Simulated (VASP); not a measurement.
Write the native input for VASP 6.6.1 that does the following.

| Property | Result |
| --- | --- |
| Task | single point |
| Functional | LDA |
| Potentials or basis | VASP PAW LDA potentials, release 64 (Ru_sv) |
| Cutoff | 560 eV |
| k mesh | 7 × 7 × 4 |
| Occupations | fermi-dirac, width 0.1 eV |
| Spin | no spin polarisation |
| Dipole correction | no |
| Further INCAR settings | ALGO = Normal; EDIFF = 1e-06; NBANDS = 23 |

The structure of Ru lies in POSCAR:

```
Ru
1.0
    2.6775346364      0.0000000000      0.0000000000
   -1.3387673182      2.3188130146      0.0000000000
    0.0000000000      0.0000000000      4.2181251212
Ru
2
Direct
    0.3333333333      0.6666666667      0.2500000000
    0.6666666667      0.3333333333      0.7500000000
```

These files were run (other wordings do the same):

INCAR

```
PREC = Accurate ; ENCUT = 560
EDIFF = 1E-6 ; ISMEAR = -1
SIGMA = 0.1 ; LREAL = False
LASPH = True ; NELM = 120
ALGO = Normal ; ISIF = 2
LWAVE = False ; LCHARG = False
GGA = CA ; NBANDS = 23
GGA_COMPAT = False
```

KPOINTS

```
Automatic mesh
0
Gamma
  7 7 4
```

Potentials or basis: VASP PAW LDA potentials, release 64 (Ru_sv).

The run is started by

```sh
$ cat potpaw_LDA.64/Ru_sv/POTCAR > POTCAR
$ mpirun -np 1 vasp_std > vasp.out
```

Results of the run:

```yaml
Pressure: 1.2 GPa
Band_gap_on_the_k_mesh: zero (bands 16 and 17 overlap by 2.92 eV)
```

Caveat: the k points lie up to 0.39 Å⁻¹ apart, too coarse for converged energies and pressures of a metal.

It took 11 s on 1 thread of Intel(R) Xeon(R) Platinum 8488C (Sapphire Rapids) (shared host), peak memory 0.14 GiB.
